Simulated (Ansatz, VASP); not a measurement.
## ZnO: VASP beside Ansatz

```xyz
4
Lattice="3.2305 0.0000 0.0000 -1.6152 2.7977 0.0000 0.0000 0.0000 5.1098" Properties=species:S:1:pos:R:3 pbc="T T T"
Zn    1.6152    0.9326    2.5440
Zn    0.0000    1.8651   -0.0109
O     1.6152    0.9326    4.5091
O     0.0000    1.8651    1.9542
```

Alike in both runs: task single point; functional PBEsol; k mesh 12 × 12 × 6; occupations gaussian, width 0.02 eV; no spin polarisation.

|  | VASP | Ansatz |
| --- | --- | --- |
| version | VASP 6.6.1 | Ansatz 0.2.0 |
| potentials or method | VASP PAW PBE potentials, release 64 (Zn, O_h), cutoff 910 eV | scalar-relativistic, plane waves, PAW |
| valence electrons in the cell | 36 | 36 |

|  | VASP | Ansatz | Ansatz less VASP |
| --- | --- | --- | --- |
| gap on the k mesh at the Fermi level (eV) | 0.74 | 0.76 | +0.012 |
| least direct gap on the mesh (eV) | 0.74 | 0.76 | +0.012 |

VASP's potentials were made for PBE, not for PBEsol. With one functional, cell and mesh, what is left measures potentials, basis and numerics.

Noted on VASP's run: the cutoff is short for stress, so the pressure is rough.
